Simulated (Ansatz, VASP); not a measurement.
Two plane-wave programs on ZnS

INCAR

```
SYSTEM = ZnS
ALGO = Normal ; EDIFF = 1E-6
ENCUT = 500 ; GGA = PS
GGA_COMPAT = .False. ; ISIF = 2
ISMEAR = 0 ; LASPH = .True.
LCHARG = .False. ; LDAU = .True.
LDAUJ = 0 0 ; LDAUL = 2 -1
LDAUPRINT = 1 ; LDAUTYPE = 2
LDAUU = 4 0 ; LREAL = .False.
LWAVE = .False. ; NBANDS = 36
NELM = 200 ; PREC = Accurate
SIGMA = 0.01
```

The input KPOINTS:

```
k-points
0
Gamma
  6 6 6
  0 0 0
```

Contents of POSCAR:

```
ZnS
1.0
    1.9030712000      1.0987386696      9.3519478333
   -1.9030712000      1.0987386696      9.3519478333
    0.0000000000     -2.1974773392      9.3519478333
Zn S
3 3
Direct
    0.9999711367      0.9999711367      0.9999711367
    0.2222694100      0.2222694100      0.2222694100
    0.4446134433      0.4446134433      0.4446134433
    0.0832671700      0.0832671700      0.0832671700
    0.5278423033      0.5278423033      0.5278423033
    0.3053625400      0.3053625400      0.3053625400
```

Input for Ansatz:

```yaml
crystal:
  lattice:
    a: 3.8061424
    b: 3.8061424
    c: 28.0558435
    alpha: 90.0
    beta: 90.0
    gamma: 120.0
  space_group: 160
  atoms:
    - { symbol: Zn, position: [0.6666666666666666, 0.3333333333333333, 0.33330447] }
    - { symbol: Zn, position: [0.0, 0.0, 0.22226941] }
    - { symbol: Zn, position: [0.3333333333333333, 0.6666666666666666, 0.11128011] }
    - { symbol: S, position: [0.0, 0.0, 0.08326717] }
    - { symbol: S, position: [0.3333333333333333, 0.6666666666666666, 0.19450897] }
    - { symbol: S, position: [0.0, 0.0, 0.30536254] }
  reduce_to_primitive: true
kpoints:
  mp_grid:
    grid: [6, 6, 6]
hamiltonian:
  xc: pbesol
  hubbard:
    - { species: Zn, l: d, u_eff: 4.0 }
scf:
  occupations:
    method: fixed
output:
  eigenvalues: true
```

Alike in both runs: task single point; functional PBEsol; k mesh 6 × 6 × 6; no spin polarisation; Hubbard terms Zn d U = 4.0 eV.

```csv
,VASP,Ansatz
version,VASP 6.6.1,Ansatz 0.2.0
potentials or method,"VASP PAW PBE potentials, release 64 (Zn, S)","plane waves, PAW"
plane-wave cutoff (eV),500,420
occupations,"gaussian, width 0.01 eV",fixed
valence electrons in the cell,54,54
```

```tsv
	VASP	Ansatz	Ansatz less VASP
gap on the k mesh at the Fermi level (eV)	2.32	2.20	-0.120
```

VASP's potentials were made for PBE, not for PBEsol. The programs project onto different local orbitals, so the same U acts differently, and such runs can settle in different states.
